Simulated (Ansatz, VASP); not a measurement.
# Two plane-wave programs on MgZrH4

```
Mg Zr H
1.0
     1.99175    1.14994    4.88944
    -1.99175    1.14994    4.88944
     0.00000   -2.29987    4.88944
Mg Zr H
1 1 4
Direct
  0.62950 0.62950 0.62950
  0.85677 0.85677 0.85677
  0.34812 0.61642 0.34812
  0.34812 0.34812 0.61642
  0.61642 0.34812 0.34812
  0.32433 0.32433 0.32433
```

Alike in both runs: task relaxation of cell and atoms; functional PBE; k mesh 4 × 4 × 4; occupations gaussian, width 0.15 eV; no spin polarisation.

```csv
,VASP,Ansatz
version,VASP 6.6.1,Ansatz 0.2.0
potentials or method,"VASP PAW PBE potentials, release 64 (Mg_sv, Zr_sv, H), cutoff 750 eV","scalar-relativistic, plane waves, PAW"
valence electrons in the cell,26,26
```

Ansatz gave:

```
gap on the k mesh at the Fermi level, each at its own relaxed structure (eV) : none
relaxed volume (Å³/atom)                                                     : 9.67
relaxed cell length with the largest relative difference (Å)                 : 5.713
```

**Question.** What did VASP give for the same quantities?

**Answer.** gap on the k mesh at the Fermi level, each at its own relaxed structure (eV): none; relaxed volume (Å³/atom): 9.56; relaxed cell length with the largest relative difference (Å): 5.691.

A gap of «none» marks a metal or a gap that the smearing closes.

The k mesh is coarse, so the values compare programs but aren't converged.
